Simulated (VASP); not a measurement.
# MnAs (P6_3/mmc) in VASP: further runs

MnAs is run at these levels: PBEsol; tasks: single point.

Program: VASP 6.6.1. These are calculated values, not measurements. Logs are shortened: lines on timing, memory, paths and dates and some standing lists are left out, and cuts for length are marked.

## 1. The cell of the first run

It takes space group P6_3/mmc (No. 194, hexagonal). The conventional cell has a = 3.571 Å, b = 3.571 Å, c = 5.336 Å, α = 90.00°, β = 90.00°, γ = 120.00°. Within 3.2 Å of Mn (site symmetry -3m) lie 6 As at 2.46 Å and 2 Mn at 2.67 Å. As (site symmetry -6m2) has 6 Mn at 2.46 Å within 3.2 Å.

## 2. Single point, PBEsol, collinear spin, ferromagnetic start

File INCAR:

```
SYSTEM = MnAs
PREC = Accurate
ENCUT = 520
EDIFF = 1E-7
ISMEAR = -1
SIGMA = 0.1
LREAL = .False.
LASPH = .True.
NELM = 150
ALGO = Normal
ISIF = 2
LWAVE = .False.
LCHARG = .False.
ISPIN = 2
MAGMOM = 2.4 2.4 0 0
LORBIT = 11
LMAXMIX = 4
GGA = PS
NBANDS = 30
```

File KPOINTS:

```
Automatic mesh
0
Gamma
  10 10 6
  0 0 0
```

File POSCAR:

```
MnAs
1.0
    3.5707637208      0.0000000000      0.0000000000
   -1.7853818604      3.0923720931      0.0000000000
    0.0000000000      0.0000000000      5.3362913065
Mn As
2 2
Direct
    0.0000000000      0.0000000000      0.0000000000
    0.0000000000      0.0000000000      0.5000000000
    0.3333333333      0.6666666667      0.2500000000
    0.6666666667      0.3333333333      0.7500000000
```

Potentials or basis: VASP PAW PBE potentials, release 64 (Mn_pv, As).

On the command line:

```sh
$ cat potpaw_PBE.64/Mn_pv/POTCAR potpaw_PBE.64/As/POTCAR > POTCAR
$ mpirun -np 1 vasp_std > vasp.out
```

OUTCAR:

```text
SYSTEM = MnAs
   PREC = Accurate
   ENCUT = 520
   EDIFF = 1E-7
   ISMEAR = -1
   LREAL = .False.
   LASPH = .True.
   NELM = 150
   ISIF = 2
   ISPIN = 2
   LORBIT = 11
   GGA = PS

 ion  position               nearest neighbor table
   1  0.000  0.000  0.000-   3 2.46   4 2.46   3 2.46   4 2.46   4 2.46   3 2.46   2 2.67   2 2.67

   2  0.000  0.000  0.500-   3 2.46   4 2.46   3 2.46   4 2.46   4 2.46   3 2.46   1 2.67   1 2.67

   3  0.333  0.667  0.250-   1 2.46   2 2.46   1 2.46   2 2.46   1 2.46   2 2.46
   4  0.667  0.333  0.750-   1 2.46   2 2.46   1 2.46   2 2.46   1 2.46   2 2.46

  LATTYP: Found a hexagonal cell.
 ALAT       =     3.5707637208
 C/A-ratio  =     1.4944397680

  Lattice vectors:

 A1 = (   3.5707637208,   0.0000000000,   0.0000000000)
 A2 = (  -1.7853818604,   3.0923720931,   0.0000000000)
 A3 = (   0.0000000000,   0.0000000000,   5.3362913065)

Analysis of symmetry for initial positions (statically):
=====================================================================
 Subroutine PRICEL returns:
 Original cell was already a primitive cell.

 Routine SETGRP: Setting up the symmetry group for a
 hexagonal supercell.

 Subroutine GETGRP returns: Found 24 space group operations
 (whereof 12 operations were pure point group operations)
 out of a pool of 24 trial point group operations.

The static configuration has the point symmetry D_3d.
 The point group associated with its full space group is D_6h.

Analysis of symmetry for dynamics (positions and initial velocities):
=====================================================================
 Subroutine PRICEL returns:
 Original cell was already a primitive cell.

 Routine SETGRP: Setting up the symmetry group for a
 hexagonal supercell.

 Subroutine GETGRP returns: Found 24 space group operations
 (whereof 12 operations were pure point group operations)
 out of a pool of 24 trial point group operations.

The dynamic configuration has the point symmetry D_3d.
 The point group associated with its full space group is D_6h.

Analysis of structural, dynamic, and magnetic symmetry:
=====================================================================
 Subroutine PRICEL returns:
 Original cell was already a primitive cell.

 Routine SETGRP: Setting up the symmetry group for a
 hexagonal supercell.

 Subroutine GETGRP returns: Found 24 space group operations
 (whereof 12 operations were pure point group operations)
 out of a pool of 24 trial point group operations.

The overall configuration has the point symmetry D_3d.
 The point group associated with its full space group is D_6h.

 Subroutine INISYM returns: Found 24 space group operations
 (whereof 12 operations are pure point group operations),
 and found     1 'primitive' translations

----------------------------------------------------------------------------------------

                                     Primitive cell

  volume of cell :      58.9240

  direct lattice vectors                    reciprocal lattice vectors
     3.570763721  0.000000000  0.000000000     0.280052134  0.161688175  0.000000000
    -1.785381860  3.092372093  0.000000000     0.000000000  0.323376350  0.000000000
     0.000000000  0.000000000  5.336291306     0.000000000  0.000000000  0.187396066

  length of vectors
     3.570763721  3.570763721  5.336291306     0.323376350  0.323376350  0.187396066

  position of ions in fractional coordinates (direct lattice)
     0.000000000  0.000000000  0.000000000
     0.000000000  0.000000000  0.500000000
     0.333333333  0.666666667  0.250000000
     0.666666667  0.333333333  0.750000000

  ion indices of the primitive-cell ions
   primitive index   ion index
                 1           1
                 2           2
                 3           3
                 4           4

----------------------------------------------------------------------------------------

 KPOINTS: Automatic mesh

Automatic generation of k-mesh.
 Grid dimensions read from file:
 generate k-points for:   10   10    6

 Generating k-lattice:

  Cartesian coordinates                     Fractional coordinates (reciprocal lattice)
     0.028005213  0.016168817  0.000000000     0.100000000  0.000000000  0.000000000
     0.000000000  0.032337635  0.000000000     0.000000000  0.100000000  0.000000000
     0.000000000  0.000000000  0.031232678     0.000000000  0.000000000  0.166666667

  Length of vectors
     0.032337635  0.032337635  0.031232678

  Shift w.r.t. Gamma in fractional coordinates (k-lattice)
     0.000000000  0.000000000  0.000000000

 Subroutine IBZKPT returns following result:
 ===========================================

 Found     56 irreducible k-points:

 Following reciprocal coordinates:
            Coordinates               Weight
  0.000000  0.000000  0.000000      1.000000
  0.100000  0.000000  0.000000      6.000000
  0.200000  0.000000  0.000000      6.000000
  0.300000  0.000000  0.000000      6.000000
  0.400000  0.000000  0.000000      6.000000
  0.500000  0.000000  0.000000      3.000000
[... 16 lines left out ...]
  0.300000  0.100000  0.166667     24.000000
  0.400000  0.100000  0.166667     24.000000
 [... further k-points ...]
   k-points           NKPTS =     56   k-points in BZ     NKDIM =     56   number of bands    NBANDS=     30
   number of dos      NEDOS =    301   number of ions     NIONS =      4
   total plane-waves  NPLWV =  31360
   dimension x,y,z NGX =    28 NGY =   28 NGZ =   40
   dimension x,y,z NGXF=    56 NGYF=   56 NGZF=   80
   ions per type =               2   2
   NGX,Y,Z   is equivalent  to a cutoff of  13.04, 13.04, 12.46 a.u.
   NGXF,Y,Z  is equivalent  to a cutoff of  26.07, 26.07, 24.92 a.u.
 SYSTEM =  MnAs
   PREC   = accura    normal or accurate (medium, high low for compatibility)
   ISTART =      0    job   : 0-new  1-cont  2-samecut
   ICHARG =      2    charge: 1-file 2-atom 10-const
   ISPIN  =      2    spin polarized calculation?
   LNONCOLLINEAR =      F non collinear calculations
   LSORBIT =      F    spin-orbit coupling
   LASPH  =      T    aspherical Exc in radial PAW
   ENCUT  =  520.0 eV  38.22 Ry    6.18 a.u.   6.64  6.64  9.92*2*pi/ulx,y,z
   NELM   =    150;   NELMIN=  2; NELMDL= -5     # of ELM steps
   EDIFF  = 0.1E-06   stopping-criterion for ELM
   LREAL  =      F    real-space projection
   EDIFFG = 0.1E-05   stopping-criterion for IOM
   NSW    =      0    number of steps for IOM
   IBRION =     -1    ionic relax: 0-MD 1-quasi-New 2-CG
   NFREE  =      0    steps in history (QN), initial steepest desc. (CG)
   ISIF   =      2    stress and relaxation
   ISYM   =      2    0-nonsym 1-usesym 2-fastsym
   POTIM  = 0.5000    time-step for ionic-motion
   TEBEG  =    0.0;   TEEND  =   0.0 temperature during run
   PSTRESS=    0.0 pullay stress
   NELECT =      36.0000    total number of electrons
   NUPDOWN=      -1.0000    fix difference up-down
   EMIN   =  10.00;   EMAX   =-10.00  energy-range for DOS
   EFERMI =   0.00;   METHOD = LEGACY
   ISMEAR =    -1;   SIGMA  =   0.10  broadening in eV -4-tet -1-fermi 0-gaus
   EFERMI_NEDOS =   21; number of points for ismear=-14 and -15
   IALGO  =     38    algorithm
   IMIX   =      4    mixing-type and parameters
     AMIX     =   0.40;   BMIX     =  1.00
     AMIX_MAG =   1.60;   BMIX_MAG =  1.00
  volume/ion in A,a.u.               =      14.73        99.41
  Fermi-wavevector in a.u.,A,eV,Ry     =   1.389136  2.625087 26.255159  1.929700
  Thomas-Fermi vector in A             =   2.513196
   LORBIT       =     11    0 simple, 1 ext, 2 COOP (PROOUT), +10 PAW based schemes
   GGA     = PS    functional components
   LHFCALC =     F    Hartree Fock is set to
   AEXX    =    0.0000 exact exchange contribution
   IVDW    =     0    specifies the selected vdW correction
   LEPSILON=     F    determine dielectric tensor
   LRPA    =     F    only Hartree local field effects (RPA)
 spin polarized calculation
  energy-cutoff  :      520.00
  volume of cell :       58.92
 maximum number of plane-waves:      1616
 NGX is ok and might be reduce to    28
   NGX = 13   NGY = 13   NGZ = 19

 number of electron      36.0000036 magnetization       4.8007569

 Free energy of the ion-electron system (eV)
  ---------------------------------------------------
  ext. energy  EPLUGINS =         0.00000000
  ---------------------------------------------------
  free energy    TOTEN  =       -30.58022267 eV

  energy without entropy =      -30.47863335  energy(sigma->0) =      -30.52942801

 E-fermi :   8.1509     XC(G=0): -12.0116

 val. band max:        8.1353577526   @ k =   0.2000   0.2000   0.5000
 cond. band min:       8.1678257581   @ k =   0.2000   0.0000   0.5000
 fundamental gap:      0.0324680055
 Fermi energy:         8.1508737473

 spin component 1

 k-point     1 :       0.0000    0.0000    0.0000
  band No.  band energies     occupation
      1     -41.1248      1.00000
      2     -41.1248      1.00000
      3     -41.1040      1.00000
      4     -41.1040      1.00000
      5     -41.0273      1.00000
      6     -40.8271      1.00000
[... 781 lines left out ...]
     29      18.4828      0.00000
     30      19.6586      0.00000

 [... further k-points ...]

 spin component 2

 k-point     1 :       0.0000    0.0000    0.0000
  band No.  band energies     occupation
      1     -38.6330      1.00000
      2     -38.5120      1.00000
      3     -38.5120      1.00000
      4     -38.4881      1.00000
      5     -38.4881      1.00000
      6     -38.4097      1.00000
[... 781 lines left out ...]
     29      18.7776      0.00000
     30      19.9134      0.00000

 [... further k-points ...]
[... 5 lines left out ...]
  --------------------------------------------------------------------------------------
  -------------------------------------------------------------------------------------
  Total        0.1234592      0.1234592      0.1088899      0.0000000      0.0000000     -0.0000000
  in kB        3.3569264      3.3569264      2.9607777      0.0000000      0.0000000     -0.0000000
  external PRESSURE =       3.2248768 kB  Pullay stress =       0.0000000 kB

 VOLUME and BASIS-vectors are now :
 -----------------------------------------------------------------------------
  energy-cutoff  :      520.00
  volume of cell :       58.92
      direct lattice vectors                 reciprocal lattice vectors
     3.570763721  0.000000000  0.000000000     0.280052134  0.161688175  0.000000000
    -1.785381860  3.092372093  0.000000000     0.000000000  0.323376350  0.000000000
     0.000000000  0.000000000  5.336291306     0.000000000  0.000000000  0.187396066

 POSITION                                       TOTAL-FORCE (eV/Angst)
 -----------------------------------------------------------------------------------
      0.00000      0.00000      0.00000        -0.000000      0.000000      0.000000
      0.00000      0.00000      2.66815        -0.000000      0.000000      0.000000
     -0.00000      2.06158      1.33407         0.000000     -0.000000      0.000000
      1.78538      1.03079      4.00222        -0.000000      0.000000      0.000000
 -----------------------------------------------------------------------------------
    total drift:                               -0.000000      0.000000     -0.000000

  FREE ENERGIE OF THE ION-ELECTRON SYSTEM (eV)
  ---------------------------------------------------
  free  energy   TOTEN  =       -30.5802226694 eV

  energy  without entropy=      -30.4786333461  energy(sigma->0) =      -30.52942801

 total charge

# of ion       s       p       d       tot
------------------------------------------
    1        0.314   6.308   5.201  11.822
    2        0.314   6.308   5.201  11.822
    3        1.211   1.562   0.079   2.852
    4        1.211   1.562   0.079   2.852
--------------------------------------------------
tot          3.048  15.740  10.561  29.349

 magnetization (x)

# of ion       s       p       d       tot
------------------------------------------
    1        0.026   0.023   2.399   2.447
    2        0.026   0.023   2.399   2.447
    3       -0.004  -0.094   0.006  -0.092
    4       -0.004  -0.094   0.006  -0.092
--------------------------------------------------
tot          0.044  -0.143   4.811   4.711
```

Wall time 4.6 min (1 thread of Intel Xeon 8259CL, shared host); peak memory 0.3 GiB.

What came out:

* Free energy: -30.5802 eV
* Pressure: 0.3 GPa
* Net moment: 4.80 μB per cell
* Site moments: Mn +2.45; As -0.09 μB
* Valence electrons inside the program's atomic spheres: Mn 11.82; As 2.85

Caveat: the PAW data sets were made with another functional, which shifts forces and pressure a little; the run started ferromagnetic, and an antiferromagnetic order may lie lower in energy.

(Continued in part 2 of 2.)
